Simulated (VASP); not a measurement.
WS2: single point with PBEsol

System: WS2, a slab with vacuum.

```xyz
6
Lattice="3.1832 0.0000 0.0000 -1.5916 2.7567 0.0000 0.0000 0.0000 23.6688" Properties=species:S:1:pos:R:3 pbc="T T T"
W     0.0000    1.8378   15.0845
W     1.5916    0.9189    8.5842
S     0.0000    1.8378    7.0253
S     1.5916    0.9189   13.5253
S     0.0000    1.8378   10.1434
S     1.5916    0.9189   16.6435
```

```
Program                : VASP 6.6.1
Task                   : single point
Functional             : PBEsol
Potentials or basis    : VASP PAW PBE potentials, release 64 (W_sv, S)
Cutoff                 : 520 eV
k mesh                 : 12 × 12 × 2
Occupations            : gaussian, width 0.05 eV
Spin                   : no spin polarisation
Dipole correction      : no
Further INCAR settings : ALGO = Normal; EDIFF = 1e-07; NBANDS = 35
```

```json
{
 "Largest force": "0.093 eV/Å",
 "Band gap on the k mesh": "1.46 eV (least direct gap 1.76 eV)"
}
```

Forces on the atoms (eV/Å):
```
W    0.000  0.000  0.007
W    0.000  0.000 -0.007
S    0.000  0.000  0.093
S    0.000  0.000  0.068
S    0.000  0.000 -0.068
S    0.000  0.000 -0.093
```

Levels at points of the mesh, in eV from the valence-band top:
| k point | band 24 | band 25 | band 26 | band 27 | band 28 | band 29 |
| --- | --- | --- | --- | --- | --- | --- |
| (0.00, 0.00, 0.00) | -1.96 | -0.49 | 0.00 | 2.58 | 2.58 | 2.58 |
| (0.50, 0.00, 0.00) | -1.57 | -1.28 | -1.23 | 2.52 | 2.53 | 2.94 |
| (0.00, 0.00, 0.50) | -1.96 | -0.49 | 0.00 | 2.58 | 2.58 | 2.58 |
| (0.50, 0.00, 0.50) | -1.57 | -1.28 | -1.23 | 2.52 | 2.53 | 2.94 |

Run time: 5.6 min on 1 thread of Intel(R) Xeon(R) Platinum 8259CL CPU @ 2.50GHz (Skylake/Cascade Lake), with other jobs on the host, peak memory 0.44 GiB.

Caveat: there is no dipole correction, which matters where the two faces differ; the PAW data sets were made with another functional, which shifts forces and pressure a little; spin-orbit coupling is left out, which moves the levels of the heavy elements.
